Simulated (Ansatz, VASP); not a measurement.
# V in VASP and in Ansatz

Contents of INCAR:

```
SYSTEM = V
PREC = Accurate ; ENCUT = 520
EDIFF = 1E-6 ; ISMEAR = -1
SIGMA = 0.03 ; LREAL = .FALSE.
LASPH = .TRUE. ; NELM = 150
ALGO = Normal ; ISIF = 2
LWAVE = .FALSE. ; LCHARG = .FALSE.
ISPIN = 2 ; MAGMOM = 1.5
LORBIT = 11 ; LMAXMIX = 4
GGA = PE ; NBANDS = 16
```

KPOINTS

```
regular mesh
0
G
  19 19 19
  0 0 0
```

File POSCAR:

```
V
1.0
   -1.4821137825      1.4821137825      1.4821137825
    1.4821137825     -1.4821137825      1.4821137825
    1.4821137825      1.4821137825     -1.4821137825
V
1
Direct
    0.0000000000      0.0000000000      0.0000000000
```

Input for Ansatz:

```yaml
crystal:
  lattice:
    - [-1.4821137825, 1.4821137825, 1.4821137825]
    - [1.4821137825, -1.4821137825, 1.4821137825]
    - [1.4821137825, 1.4821137825, -1.4821137825]
  atoms:
    - { symbol: V, position: [0.0, 0.0, 0.0], spin: 1.5 }
magnetization:
  spin_polarized: true
kpoints:
  mp_grid: { grid: [19, 19, 19] }
  band_path:
    path:
      - [0.0, 0.0, 0.0]
      - [0.5, -0.5, 0.5]
      - [0.0, 0.0, 0.5]
      - [0.0, 0.0, 0.0]
      - [0.25, 0.25, 0.25]
      - [0.5, -0.5, 0.5]
      - [0.25, 0.25, 0.25]
      - [0.0, 0.0, 0.5]
    npoints: 5
scf:
  occupations: { method: fermi_dirac, width: 0.03 }
hamiltonian:
  xc: pbe
  pseudopotentials: { kind: all_electron, lapw: { basis_error: 0.001 } }
output:
  forces: true
  stress: true
  eigenvalues: true
```

Change from the starting cell: volume scaled by 0.94.

Alike in both runs: task single point; functional PBE; k mesh 19 × 19 × 19; occupations fermi-dirac, width 0.03 eV; collinear spin.

|  | VASP | Ansatz |
| --- | --- | --- |
| version | VASP 6.6.1 | Ansatz 0.2.0 |
| potentials or method | VASP PAW PBE potentials, release 64 (V_sv), cutoff 520 eV | all-electron LAPW, scalar-relativistic |

VASP gave:

- pressure (GPa): 6.5
- net moment per atom (μB): 0.00

What did Ansatz give for the same quantities?

Pressure (GPa): 6.1; net moment per atom (μB): 0.00.

Ansatz ran all-electron here, and VASP with PAW potentials. Ansatz's warnings: seeded moment not kept.
